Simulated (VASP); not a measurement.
Wanted: the native input for a VASP 6.6.1 run.

| Quantity | Value |
| --- | --- |
| Task | single point |
| Functional | PBE |
| Potentials or basis | VASP PAW PBE potentials, release 64 (Co) |
| Cutoff | 520 eV |
| k mesh | 11 × 11 × 6 |
| Occupations | fermi-dirac, width 0.05 eV |
| Spin | collinear spin, ferromagnetic start |
| Starting moments | [2.395, 2.395] μB |
| Fixed moment | 4.79 μB |
| Dipole correction | no |
| Further INCAR settings | ALGO = Normal; EDIFF = 1e-06; NBANDS = 20 |

The structure of Co lies in POSCAR:

```
Co
1.0
    2.5053999800      0.0000000000      0.0000000000
   -1.2526999900      2.1697400300      0.0000000000
    0.0000000000      0.0000000000      4.0893000000
Co
2
Direct
    0.3333333300      0.6666666700      0.2500000000
    0.6666666700      0.3333333300      0.7500000000
```

One way to write it, as run:

INCAR

```
PREC = Accurate
ENCUT = 520
EDIFF = 1E-6
ISMEAR = -1
SIGMA = 0.05
LREAL = F
LASPH = T
NELM = 150
ALGO = Normal
ISIF = 2
LWAVE = F
LCHARG = F
ISPIN = 2
MAGMOM = 2.395 2.395
LORBIT = 11
NUPDOWN = 4.79
LMAXMIX = 4
GGA = PE
NBANDS = 20
```

KPOINTS

```
regular mesh
0
Gamma
  11 11 6
```

Potentials or basis: VASP PAW PBE potentials, release 64 (Co).

The run is started by

```bash
$ cat potpaw_PBE.64/Co/POTCAR > POTCAR
$ mpirun -np 1 vasp_std > vasp.out
```

Results of the run:

The pressure is 12.5 GPa, the net moment is 4.79 μB per cell and the site moments are Co +2.34 μB. The valence electrons inside the program's atomic spheres are Co 8.20.

Caveat: the cell stands under pressure; the total moment is fixed, so each spin has its own Fermi level.

Wall time 54 s on 1 thread of Intel Xeon 8259CL, on a shared host, peak memory 0.17 GiB.
